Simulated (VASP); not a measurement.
# Si (Fm-3m) in VASP: a series of runs

Runs on Si. Level: r2SCAN. Tasks: single point, relaxation of cell and atoms.

All numbers are computed with VASP 6.6.1; they aren't measurements. Logs are shortened: lines on timing, memory, paths and dates and some standing lists are left out, and cuts for length are marked.

### 1 The cell of the first run

The structure is cubic, space group Fm-3m (No. 225). Conventional cell: a = 3.806 Å, b = 3.806 Å, c = 3.806 Å, α = 90.00°, β = 90.00°, γ = 90.00°. Within 3.5 Å of Si (site symmetry m-3m) lie 12 Si at 2.69 Å.

This isn't the form of Si at room conditions, which is diamond.

### 2 Single point, r2SCAN

Input file POSCAR:

```
Si
1.0
    0.0000000000      1.9031462896      1.9031462896
    1.9031462896      0.0000000000      1.9031462896
    1.9031462896      1.9031462896      0.0000000000
Si
1
Direct
    0.0000000000      0.0000000000      0.0000000000
```

Input file INCAR.step1:

```
ALGO = Normal
EDIFF = 1E-5
ENCUT = 550
GGA = PE
GGA_COMPAT = F
ISMEAR = 0
LASPH = T
LCHARG = F
LREAL = F
LWAVE = T
NBANDS = 8
NELM = 120
PREC = Accurate
SIGMA = 0.1
```

Input file INCAR.step2:

```
ALGO = Normal
EDIFF = 1E-6
ENCUT = 550
GGA_COMPAT = F
ISIF = 2
ISMEAR = 0
ISTART = 1
LASPH = T
LCHARG = F
LMIXTAU = T
LREAL = F
LWAVE = F
METAGGA = R2SCAN
NBANDS = 8
NELM = 120
PREC = Accurate
SIGMA = 0.1
```

Input file KPOINTS:

```
k-points
0
Gamma
  10 10 10
```

Potentials or basis: VASP PAW PBE potentials, release 64 (Si).

Started as:

```console
$ cat potpaw_PBE.64/Si/POTCAR > POTCAR
$ cp INCAR.step1 INCAR
$ mpirun -np 1 vasp_std > vasp.out
$ cp INCAR.step2 INCAR
$ mpirun -np 1 vasp_std > vasp.out
```

OUTCAR:

```text
EDIFF = 1E-6
   ENCUT = 550
   ISIF = 2
   ISMEAR = 0
   ISTART = 1
   LASPH = T
   LREAL = F
   METAGGA = R2SCAN
   NELM = 120
   PREC = Accurate

 ion  position               nearest neighbor table
   1  0.000  0.000  0.000-

  LATTYP: Found a face centered cubic cell.
 ALAT       =     3.8062925792

  Lattice vectors:

 A1 = (   0.0000000000,   1.9031462896,   1.9031462896)
 A2 = (   1.9031462896,   0.0000000000,   1.9031462896)
 A3 = (   1.9031462896,   1.9031462896,   0.0000000000)

Analysis of symmetry for initial positions (statically):
=====================================================================
 Subroutine PRICEL returns:
 Original cell was already a primitive cell.

 Routine SETGRP: Setting up the symmetry group for a
 face centered cubic supercell.

 Subroutine GETGRP returns: Found 48 space group operations
 (whereof 48 operations were pure point group operations)
 out of a pool of 48 trial point group operations.

The static configuration has the point symmetry O_h .

Analysis of symmetry for dynamics (positions and initial velocities):
=====================================================================
 Subroutine PRICEL returns:
 Original cell was already a primitive cell.

 Routine SETGRP: Setting up the symmetry group for a
 face centered cubic supercell.

 Subroutine GETGRP returns: Found 48 space group operations
 (whereof 48 operations were pure point group operations)
 out of a pool of 48 trial point group operations.

The dynamic configuration has the point symmetry O_h .

 Subroutine INISYM returns: Found 48 space group operations
 (whereof 48 operations are pure point group operations),
 and found     1 'primitive' translations

----------------------------------------------------------------------------------------

                                     Primitive cell

  volume of cell :      13.7863

  direct lattice vectors                    reciprocal lattice vectors
     0.000000000  1.903146290  1.903146290    -0.262722841  0.262722841  0.262722841
     1.903146290  0.000000000  1.903146290     0.262722841 -0.262722841  0.262722841
     1.903146290  1.903146290  0.000000000     0.262722841  0.262722841 -0.262722841

  length of vectors
     2.691455294  2.691455294  2.691455294     0.455049309  0.455049309  0.455049309

  position of ions in fractional coordinates (direct lattice)
     0.000000000  0.000000000  0.000000000

  ion indices of the primitive-cell ions
   primitive index   ion index
                 1           1

----------------------------------------------------------------------------------------

 KPOINTS: k-points

Automatic generation of k-mesh.
 Grid dimensions read from file:
 generate k-points for:   10   10   10

 Generating k-lattice:

  Cartesian coordinates                     Fractional coordinates (reciprocal lattice)
    -0.026272284  0.026272284  0.026272284     0.100000000  0.000000000  0.000000000
     0.026272284 -0.026272284  0.026272284     0.000000000  0.100000000  0.000000000
     0.026272284  0.026272284 -0.026272284     0.000000000  0.000000000  0.100000000

  Length of vectors
     0.045504931  0.045504931  0.045504931

  Shift w.r.t. Gamma in fractional coordinates (k-lattice)
     0.000000000  0.000000000  0.000000000

 Subroutine IBZKPT returns following result:
 ===========================================

 Found     47 irreducible k-points:

 Following reciprocal coordinates:
            Coordinates               Weight
  0.000000  0.000000  0.000000      1.000000
  0.100000  0.000000  0.000000      8.000000
  0.200000  0.000000  0.000000      8.000000
  0.300000  0.000000  0.000000      8.000000
  0.400000  0.000000  0.000000      8.000000
  0.500000  0.000000  0.000000      4.000000
[... 16 lines left out ...]
  0.300000  0.300000  0.000000      6.000000
  0.400000  0.300000  0.000000     24.000000
 [... further k-points ...]
   k-points           NKPTS =     47   k-points in BZ     NKDIM =     47   number of bands    NBANDS=      8
   number of dos      NEDOS =    301   number of ions     NIONS =      1
   total plane-waves  NPLWV =  13824
   dimension x,y,z NGX =    24 NGY =   24 NGZ =   24
   dimension x,y,z NGXF=    48 NGYF=   48 NGZF=   48
   ions per type =               1
   NGX,Y,Z   is equivalent  to a cutoff of  14.82, 14.82, 14.82 a.u.
   NGXF,Y,Z  is equivalent  to a cutoff of  29.65, 29.65, 29.65 a.u.
 SYSTEM =  unknown system
   PREC   = accura    normal or accurate (medium, high low for compatibility)
   ISTART =      1    job   : 0-new  1-cont  2-samecut
   ICHARG =      0    charge: 1-file 2-atom 10-const
   ISPIN  =      1    spin polarized calculation?
   LNONCOLLINEAR =      F non collinear calculations
   LSORBIT =      F    spin-orbit coupling
   LASPH  =      T    aspherical Exc in radial PAW
   ENCUT  =  550.0 eV  40.42 Ry    6.36 a.u.   5.15  5.15  5.15*2*pi/ulx,y,z
   NELM   =    120;   NELMIN=  2; NELMDL=  0     # of ELM steps
   EDIFF  = 0.1E-05   stopping-criterion for ELM
   LREAL  =      F    real-space projection
   EDIFFG = 0.1E-04   stopping-criterion for IOM
   NSW    =      0    number of steps for IOM
   IBRION =     -1    ionic relax: 0-MD 1-quasi-New 2-CG
   NFREE  =      0    steps in history (QN), initial steepest desc. (CG)
   ISIF   =      2    stress and relaxation
   ISYM   =      2    0-nonsym 1-usesym 2-fastsym
   POTIM  = 0.5000    time-step for ionic-motion
   TEBEG  =    0.0;   TEEND  =   0.0 temperature during run
   PSTRESS=    0.0 pullay stress
   NELECT =       4.0000    total number of electrons
   NUPDOWN=      -1.0000    fix difference up-down
   EMIN   =  10.00;   EMAX   =-10.00  energy-range for DOS
   EFERMI =   0.00;   METHOD = LEGACY
   ISMEAR =     0;   SIGMA  =   0.10  broadening in eV -4-tet -1-fermi 0-gaus
   EFERMI_NEDOS =   21; number of points for ismear=-14 and -15
   IALGO  =     38    algorithm
   IMIX   =      4    mixing-type and parameters
     AMIX     =   0.40;   BMIX     =  1.00
     AMIX_MAG =   1.60;   BMIX_MAG =  1.00
  volume/ion in A,a.u.               =      13.79        93.03
  Fermi-wavevector in a.u.,A,eV,Ry     =   1.083792  2.048070 15.981476  1.174605
  Thomas-Fermi vector in A             =   2.219867
   LORBIT       =      0    0 simple, 1 ext, 2 COOP (PROOUT), +10 PAW based schemes
   METAGGA = R2SCAN    functional components
   LHFCALC =     F    Hartree Fock is set to
   AEXX    =    0.0000 exact exchange contribution
   IVDW    =     0    specifies the selected vdW correction
   LEPSILON=     F    determine dielectric tensor
   LRPA    =     F    only Hartree local field effects (RPA)
 non-spin polarized calculation
 Gauss-broadening in eV      SIGMA  =   0.10
  energy-cutoff  :      550.00
  volume of cell :       13.79
 maximum number of plane-waves:       412
 NGX is ok and might be reduce to    24
   NGX = 11   NGY = 11   NGZ = 11

 number of electron       4.0000000 magnetization

 Free energy of the ion-electron system (eV)
  ---------------------------------------------------
  ext. energy  EPLUGINS =         0.00000000
  ---------------------------------------------------
  free energy    TOTEN  =        -8.03549204 eV

  energy without entropy =       -8.03298731  energy(sigma->0) =       -8.03423967

 E-fermi :  10.9355     XC(G=0): -12.1997

 val. band max:       10.8891680331   @ k =   0.4000   0.2000   0.1000
 cond. band min:      11.1313931587   @ k =  -0.3000   0.3000   0.1000
 fundamental gap:      0.2422251256
 Fermi energy:        10.9354837439

 k-point     1 :       0.0000    0.0000    0.0000
  band No.  band energies     occupation
      1      -4.9918      2.00000
      2      23.4881      0.00000
      3      23.4881      0.00000
      4      23.4881      0.00000
      5      23.6982      0.00000
      6      23.6982      0.00000
      7      23.6982      0.00000
      8      29.3272      0.00000

 k-point     2 :       0.1000    0.0000    0.0000
  band No.  band energies     occupation
      1      -4.6718      2.00000
      2      19.2296      0.00000
      3      22.0495      0.00000
      4      22.0495      0.00000
      5      25.3999      0.00000
      6      25.5190      0.00000
      7      25.5190      0.00000
      8      29.9695      0.00000

 k-point     3 :       0.2000    0.0000    0.0000
  band No.  band energies     occupation
      1      -3.7147      2.00000
      2      14.5318      0.00000
      3      21.0213      0.00000
      4      21.0213      0.00000
      5      25.4030      0.00000
      6      26.2940      0.00000
      7      26.2940      0.00000
      8      29.4223      0.00000

 k-point     4 :       0.3000    0.0000    0.0000
  band No.  band energies     occupation
      1      -2.1292      2.00000
      2      10.1523      2.00000
      3      20.5082      0.00000
      4      20.5082      0.00000
      5      24.6223      0.00000
      6      24.6223      0.00000
      7      25.3176      0.00000
      8      30.3350      0.00000

 k-point     5 :       0.4000    0.0000    0.0000
  band No.  band energies     occupation
      1       0.0701      2.00000
      2       6.2481      2.00000
      3      20.4495      0.00000
      4      20.4495      0.00000
      5      23.1171      0.00000
      6      23.1171      0.00000
      7      25.4929      0.00000
      8      28.6493      0.00000

 k-point     6 :       0.5000    0.0000    0.0000
  band No.  band energies     occupation
      1       2.7026      2.00000
      2       3.0438      2.00000
      3      20.5596      0.00000
      4      20.5596      0.00000
      5      22.4706      0.00000
      6      22.4706      0.00000
      7      25.7093      0.00000
      8      27.9060      0.00000

 k-point     7 :       0.1000    0.1000    0.0000
  band No.  band energies     occupation
      1      -4.5652      2.00000
      2      20.3455      0.00000
      3      20.3455      0.00000
      4      21.7480      0.00000
      5      22.6028      0.00000
      6      27.3756      0.00000
      7      27.3756      0.00000
      8      27.5738      0.00000

 k-point     8 :       0.2000    0.1000    0.0000
  band No.  band energies     occupation
      1      -3.8208      2.00000
      2      16.2816      0.00000
      3      19.1497      0.00000
      4      21.1563      0.00000
      5      23.1509      0.00000
      6      25.4902      0.00000
      7      28.2418      0.00000
      8      28.8882      0.00000

 k-point     9 :       0.3000    0.1000    0.0000
  band No.  band energies     occupation
      1      -2.4452      2.00000
      2      11.8130      0.00000
      3      18.4975      0.00000
      4      20.3106      0.00000
      5      21.9598      0.00000
      6      26.8752      0.00000
      7      27.7103      0.00000
      8      28.7086      0.00000

 k-point    10 :       0.4000    0.1000    0.0000
  band No.  band energies     occupation
      1      -0.4511      2.00000
      2       7.7556      2.00000
      3      18.3920      0.00000
      4      19.1500      0.00000
      5      21.1885      0.00000
      6      26.0293      0.00000
      7      27.5874      0.00000
      8      30.8733      0.00000
[... 78 lines left out ...]
 k-point    18 :       0.4000    0.2000    0.0000
  band No.  band energies     occupation
      1      -0.3468      2.00000
      2       9.8304      2.00000
      3      15.8084      0.00000
      4      16.6520      0.00000
      5      19.3252      0.00000
      6      25.7090      0.00000
      7      29.6348      0.00000
      8      32.2779      0.00000

 k-point    19 :       0.5000    0.2000    0.0000
  band No.  band energies     occupation
      1       2.0373      2.00000
      2       6.1393      2.00000
      3      14.1951      0.00000
      4      16.9239      0.00000
      5      19.6619      0.00000
      6      28.2461      0.00000
      7      28.9401      0.00000
      8      32.1144      0.00000

 k-point    20 :      -0.4000    0.2000    0.0000
  band No.  band energies     occupation
      1       2.9624      2.00000
      2       5.0192      2.00000
      3      13.1390      0.00000
      4      17.7420      0.00000
      5      20.5752      0.00000
      6      27.3168      0.00000
      7      30.0114      0.00000
      8      33.6657      0.00000

 k-point    21 :      -0.3000    0.2000    0.0000
  band No.  band energies     occupation
      1       0.3836      2.00000
      2       8.5010      2.00000
      3      12.6917      0.00000
      4      19.0861      0.00000
      5      22.0495      0.00000
      6      26.9251      0.00000
      7      29.4923      0.00000
      8      30.5742      0.00000

 k-point    22 :      -0.2000    0.2000    0.0000
  band No.  band energies     occupation
      1      -1.6030      2.00000
      2      12.0272      0.00000
      3      13.2938      0.00000
      4      20.8865      0.00000
      5      24.0073      0.00000
      6      26.9759      0.00000
      7      27.2265      0.00000
      8      28.4910      0.00000

 k-point    23 :       0.3000    0.3000    0.0000
  band No.  band energies     occupation
      1      -1.1838      2.00000
      2      15.0487      0.00000
      3      15.9117      0.00000
      4      15.9117      0.00000
      5      17.0041      0.00000
      6      20.1386      0.00000
      7      34.5255      0.00000
      8      35.0739      0.00000

 k-point    24 :       0.4000    0.3000    0.0000
  band No.  band energies     occupation
      1       0.3807      2.00000
      2      12.3502      0.00000
      3      12.7147      0.00000
      4      15.4456      0.00000
      5      17.7635      0.00000
      6      21.3187      0.00000
      7      33.5324      0.00000
      8      35.7480      0.00000

 [... further k-points ...]
[... 5 lines left out ...]
  --------------------------------------------------------------------------------------
  -------------------------------------------------------------------------------------
  Total        0.0114586      0.0114586      0.0114586     -0.0000000      0.0000000     -0.0000000
  in kB        1.3316661      1.3316661      1.3316661     -0.0000000      0.0000000     -0.0000000
  external PRESSURE =       1.3316661 kB  Pullay stress =       0.0000000 kB

 VOLUME and BASIS-vectors are now :
 -----------------------------------------------------------------------------
  energy-cutoff  :      550.00
  volume of cell :       13.79
      direct lattice vectors                 reciprocal lattice vectors
     0.000000000  1.903146290  1.903146290    -0.262722841  0.262722841  0.262722841
     1.903146290  0.000000000  1.903146290     0.262722841 -0.262722841  0.262722841
     1.903146290  1.903146290  0.000000000     0.262722841  0.262722841 -0.262722841

 POSITION                                       TOTAL-FORCE (eV/Angst)
 -----------------------------------------------------------------------------------
      0.00000      0.00000      0.00000        -0.000000      0.000000     -0.000000
 -----------------------------------------------------------------------------------
    total drift:                                0.000000      0.000000      0.000000

  FREE ENERGIE OF THE ION-ELECTRON SYSTEM (eV)
  ---------------------------------------------------
  free  energy   TOTEN  =        -8.0354920410 eV

  energy  without entropy=       -8.0329873068  energy(sigma->0) =       -8.03423967
```

It took 37 s on 1 thread of AMD EPYC 7R43 (Zen 3), shared host; peak memory 0.1 GiB.

What came out:

```
Free energy            : -8.0355 eV
Pressure               : 0.1 GPa
Band gap on the k mesh : zero (bands 2 and 3 overlap by 15.26 eV)
```

Levels at points of the mesh, in eV from the Fermi level:
| k point | band 1 | band 2 | band 3 | band 4 | band 5 |
| --- | --- | --- | --- | --- | --- |
| (0.00, 0.00, 0.00) | -15.93 | 12.55 | 12.55 | 12.55 | 12.76 |
| (0.50, 0.00, 0.00) | -8.23 | -7.89 | 9.62 | 9.62 | 11.54 |
| (0.50, 0.50, 0.00) | -6.12 | -4.76 | 3.49 | 3.49 | 4.39 |

Caveat: the PAW data sets were made with another functional, which shifts forces and pressure a little.

(Part 1 of 2 ends here.)

The gap in the log of VASP goes by the Fermi energy; the results here count the filled bands.